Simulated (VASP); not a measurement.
A run of VASP 6.6.1 is set up as follows.

Contents of INCAR:

```
SYSTEM = SnO
PREC = Accurate
ENCUT = 600
EDIFF = 1E-6
ISMEAR = 0
SIGMA = 0.02
LREAL = .False.
LASPH = .True.
NELM = 100
ALGO = Normal
ISIF = 3
LWAVE = .False.
LCHARG = .False.
GGA = PE
IBRION = 2
NSW = 100
EDIFFG = -0.01
```

KPOINTS

```
regular mesh
0
Gamma
  12 12 12
  0 0 0
```

POSCAR

```
SnO
1.0
    3.1385375338      0.0000000000      0.0000000000
    0.0000000000      3.1385375338      0.0000000000
    0.0000000000      0.0000000000      3.1385375338
Sn O
1 1
Direct
    0.5000000000      0.5000000000      0.5000000000
    0.0000000000      0.0000000000      0.0000000000
```

Potentials or basis: VASP PAW PBE potentials, release 64 (Sn_d, O).

Launch:

```bash
$ cat potpaw_PBE.64/Sn_d/POTCAR potpaw_PBE.64/O/POTCAR > POTCAR
$ mpirun -np 1 vasp_std > vasp.out
```

(1) What does it give for the relaxed cell?

(2) What does it give for the relaxed volume?

(3) Predict the band gap on the k mesh.

Answers

(1) a = 3.131 Å, b = 3.131 Å, c = 3.131 Å, α = 90.00°, β = 90.00°, γ = 90.00°.

(2) 15.34 Å³/atom.

(3) zero (band 10 reaches 8.14 eV, above the bottom of band 11 at 8.06 eV).

Caveat: spin-orbit coupling is left out, which moves the levels of the heavy elements.
